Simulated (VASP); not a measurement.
The system is PtSe.

```xyz
2
Lattice="3.7019 0.0000 0.0000 -1.8509 3.2059 0.0000 0.0000 0.0000 3.6128" Properties=species:S:1:pos:R:3 pbc="T T T"
Pt    0.0000    0.0000    0.0000
Se    1.8509    1.0686    1.8064
```

```yaml
Program: VASP 6.6.1
Task: relaxation of cell and atoms
Functional: RPBE
Potentials_or_basis: VASP PAW PBE potentials, release 64 (Pt, Se)
Cutoff: 600 eV
k_mesh: 8 × 8 × 7
Occupations: fermi-dirac, width 0.05 eV
Spin: no spin polarisation
```

At the start: pressure -9.2 GPa; volume 21.44 Å³/atom.

Q: Where does the relaxation end?

A: Over 10 steps the energy falls by 83.5 meV/atom and the volume is 19.69 Å³/atom (-8.1 %); space group P-6m2 (No. 187, to 0.05 Å).

The path:
| step | energy change (eV) | largest force (eV/Å) | pressure (GPa) | volume (Å³) |
| --- | --- | --- | --- | --- |
| 1 | 0.0000 | 0.0000 | -9.17 | 42.88 |
| 2 | -0.0370 | 0.0000 | 12.18 | 35.69 |
| 3 | -0.1417 | 0.0000 | 0.11 | 38.72 |
| 4 | -0.1417 | 0.0000 | 0.38 | 38.64 |
| 5 | -0.1460 | 0.0000 | 0.34 | 38.73 |
| 6 | -0.1564 | 0.0000 | 0.23 | 38.96 |
| 7 | -0.1670 | 0.0000 | 0.20 | 39.31 |
| 8 | -0.1670 | 0.0000 | 0.21 | 39.32 |
| 9 | -0.1662 | 0.0000 | -0.87 | 39.70 |
| 10 | -0.1670 | 0.0000 | 0.00 | 39.39 |

Final structure:
```
Pt Se
1.0
     3.77675    0.00000    0.00000
    -1.88837    3.27076    0.00000
     0.00000    0.00000    3.18860
Pt Se
1 1
Direct
  0.00000 0.00000 0.00000
  0.66667 0.33333 0.50000
```

Caveat: the PAW data sets were made with another functional, which shifts forces and pressure a little.
